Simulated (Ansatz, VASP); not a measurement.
BP: VASP beside Ansatz

```
CELL_PARAMETERS angstrom
3.19624 0.00000 0.00000
0.00000 4.52017 0.00000
0.00000 0.00000 24.58873
ATOMIC_POSITIONS crystal
B 0.50000 0.50000 0.30502
B 0.00000 0.00000 0.37001
B 0.50000 0.50000 0.43501
B 0.00000 0.00000 0.50000
B 0.50000 0.50000 0.56499
B 0.00000 0.00000 0.62999
B 0.50000 0.50000 0.69498
P 0.00000 0.25000 0.30502
P 0.50000 0.75000 0.37001
P 0.00000 0.25000 0.43501
P 0.50000 0.75000 0.50000
P 0.00000 0.25000 0.56499
P 0.50000 0.75000 0.62999
P 0.00000 0.25000 0.69498
```

Alike in both runs: task single point; functional PBEsol; k mesh 8 × 6 × 1; occupations gaussian, width 0.05 eV; no spin polarisation.

```csv
,VASP,Ansatz
version,VASP 6.6.1,Ansatz 0.2.0
potentials or method,"VASP PAW PBE potentials, release 64 (B, P), cutoff 520 eV","scalar-relativistic, plane waves, PAW"
valence electrons in the cell,56,56
```

Ansatz gave:

- gap on the k mesh at the Fermi level (eV): none
- rms of the force components (eV/Å): 0.826

Q: Estimate VASP's values.

A: gap on the k mesh at the Fermi level (eV): none; rms of the force components (eV/Å): 0.827.

VASP's potentials were made for PBE, not for PBEsol. A gap of «none» marks a metal or a gap that the smearing closes.
